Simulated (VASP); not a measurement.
Sb:

```
CELL_PARAMETERS angstrom
3.40980 0.00000 0.00000
-1.70490 2.95297 0.00000
0.00000 0.00000 5.45552
ATOMIC_POSITIONS crystal
Sb 0.33333 0.66667 0.25000
Sb 0.66667 0.33333 0.75000
```

This isn't the form of Sb at room conditions, which is rhombohedral.

```yaml
Program: VASP 6.6.1
Task: relaxation of cell and atoms
Functional: PBE
Potentials_or_basis: VASP PAW PBE potentials, release 64 (Sb)
Cutoff: 600 eV
k_mesh: 15 × 15 × 8
Occupations: gaussian, width 0.1 eV
Spin: no spin polarisation
```

At the start: pressure -0.2 GPa; volume 27.47 Å³/atom.

Question: How do energy, volume and symmetry change on relaxing?

Answer: Over 6 steps the energy falls by 3.9 meV/atom and the volume is 27.37 Å³/atom (-0.3 %); space group P6_3/mmc (No. 194, to 0.1 Å) before and after.

The path:
```csv
step,energy change (eV),largest force (eV/Å),pressure (GPa),volume (Å³)
1,0.0000,0.0000,-0.22,54.93
2,-0.0045,0.0000,0.08,54.63
3,-0.0065,0.0000,0.45,54.32
4,-0.0066,0.0000,0.56,54.22
5,-0.0076,0.0000,-0.23,54.98
6,-0.0079,0.0000,0.00,54.75
```

Final structure:
```yaml
crystal:
  lattice:
    - [3.36098, 0.00000, 0.00000]
    - [-1.68049, 2.91069, 0.00000]
    - [0.00000, 0.00000, 5.59617]
  atoms:
    - { symbol: Sb, position: [0.33333, 0.66667, 0.25000] }
    - { symbol: Sb, position: [0.66667, 0.33333, 0.75000] }
```
